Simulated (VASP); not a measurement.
Wanted: the native input for a VASP 6.6.1 run.

* Task: relaxation of cell and atoms
* Functional: PBE
* Potentials or basis: VASP PAW PBE potentials, release 64 (Rh_pv)
* Cutoff: 600 eV
* k mesh: 18 × 18 × 4
* Occupations: gaussian, width 0.1 eV
* Spin: no spin polarisation
* Dipole correction: no
* Further INCAR settings: ALGO = Fast; EDIFF = 1e-07; IBRION = 2; EDIFFG = -0.01; NSW = 65; ISIF = 3

The structure of Rh lies in POSCAR:

```
Rh
1.0
    2.7247816576      0.0000000000      0.0000000000
   -1.3623908288      2.3597301353      0.0000000000
    0.0000000000      0.0000000000     13.1549900386
Rh
6
Direct
    0.0000000000      0.0000000000      0.0000000000
    0.3333333333      0.6666666667      0.1666666667
    0.6666666667      0.3333333333      0.3333333333
    0.0000000000      0.0000000000      0.5000000000
    0.6666666667      0.3333333333      0.6666666667
    0.3333333333      0.6666666667      0.8333333333
```

This isn't the form of Rh at room conditions, which is fcc.

One way to write it, as run:

INCAR

```
SYSTEM = Rh
ALGO = Fast
EDIFF = 1E-7
EDIFFG = -0.01
ENCUT = 600
GGA = PE
IBRION = 2
ISIF = 3
ISMEAR = 0
LASPH = .TRUE.
LCHARG = .FALSE.
LREAL = .FALSE.
LWAVE = .FALSE.
NELM = 80
NSW = 65
PREC = Accurate
SIGMA = 0.1
```

KPOINTS

```
k-points
0
G
  18 18 4
  0 0 0
```

Potentials or basis: VASP PAW PBE potentials, release 64 (Rh_pv).

The run is started by

```bash
$ cat potpaw_PBE.64/Rh_pv/POTCAR > POTCAR
$ mpirun -np 1 vasp_std > vasp.out
```

Results of the run:

* Relaxed volume: 14.06 Å³/atom
* Relaxed cell: a = 2.709 Å, b = 2.709 Å, c = 13.271 Å, α = 90.00°, β = 90.00°, γ = 120.00°
* Space group after relaxing (to 0.1 Å): P6_3/mmc (No. 194)
* Energy gained by relaxing: 2.4 meV/atom
* Ionic steps: 6
* Pressure after relaxing: 0.0 GPa
* Largest force after relaxing: 0.005 eV/Å
* Band gap on the k mesh: zero (bands 45 and 46 overlap by 2.06 eV)

Wall time 84 min on 1 thread of Intel Xeon 8259CL (shared host), peak memory 0.56 GiB.
